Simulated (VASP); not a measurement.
**Al: relaxation of volume and atoms at fixed shape with r2SCAN**

Crystal: Al.

```
CELL_PARAMETERS angstrom
2.82708 0.00000 0.00000
-1.41354 2.44832 0.00000
0.00000 0.00000 9.18599
ATOMIC_POSITIONS crystal
Al 0.00000 0.00000 0.00000
Al 0.33333 0.66667 0.25000
Al 0.00000 0.00000 0.50000
Al 0.66667 0.33333 0.75000
```

| Property | Result |
| --- | --- |
| Program | VASP 6.6.1 |
| Task | relaxation of volume and atoms at fixed shape |
| Functional | r2SCAN |
| Potentials or basis | VASP PAW PBE potentials, release 64 (Al) |
| Cutoff | 600 eV |
| k mesh | 9 × 9 × 3 |
| Occupations | methfessel-paxton, width 0.05 eV |
| Spin | no spin polarisation |
| Dipole correction | no |
| Further INCAR settings | ALGO = Normal; EDIFF = 1e-06; IBRION = 2; EDIFFG = -0.01; NSW = 80; ISIF = 8 |

```json
{"Relaxed volume": "15.84 Å³/atom", "Relaxed cell": "a = 2.824 Å, b = 2.824 Å, c = 9.176 Å, α = 90.00°, β = 90.00°, γ = 120.00°", "Space group after relaxing (to 0.05 Å)": "P6_3/mmc (No. 194)", "Energy gained by relaxing": "0.1 meV/atom", "Ionic steps": "3", "Pressure after relaxing": "0.0 GPa", "Band gap on the k mesh": "zero (band 6 reaches 12.72 eV, above the bottom of band 7 at 7.01 eV)"}
```

Stress tensor (GPa, compression positive):
```
-1.11  0.00  0.00
 0.00 -1.11  0.00
 0.00  0.00  2.30
```

Step by step:
| step | energy change (eV) | largest force (eV/Å) | pressure (GPa) | volume (Å³) |
| --- | --- | --- | --- | --- |
| 1 | 0.0000 | 0.0000 | -0.28 | 63.58 |
| 2 | -0.0002 | 0.0000 | 0.11 | 63.33 |
| 3 | -0.0002 | 0.0000 | 0.03 | 63.38 |

Final structure:
```
Al
1.0
     2.82404    0.00000    0.00000
    -1.41202    2.44569    0.00000
     0.00000    0.00000    9.17613
Al
4
Direct
  0.00000 0.00000 0.00000
  0.33333 0.66667 0.25000
  0.00000 0.00000 0.50000
  0.66667 0.33333 0.75000
```

Levels at points of the mesh, in eV from the Fermi level:
```csv
k point,band 1,band 2,band 3,band 4,band 5,band 6,band 7,band 8,band 9,band 10
"(0.00, 0.00, 0.00)",-11.99,-10.14,-10.13,-4.99,-4.38,3.99,4.00,11.79,11.79,11.90
```

Wall time 58 s on 1 thread of Intel(R) Xeon(R) 6975P-C (Granite Rapids), on a shared host, peak memory 0.2 GiB.

Caveat: the PAW data sets were made with another functional, which shifts forces and pressure a little.
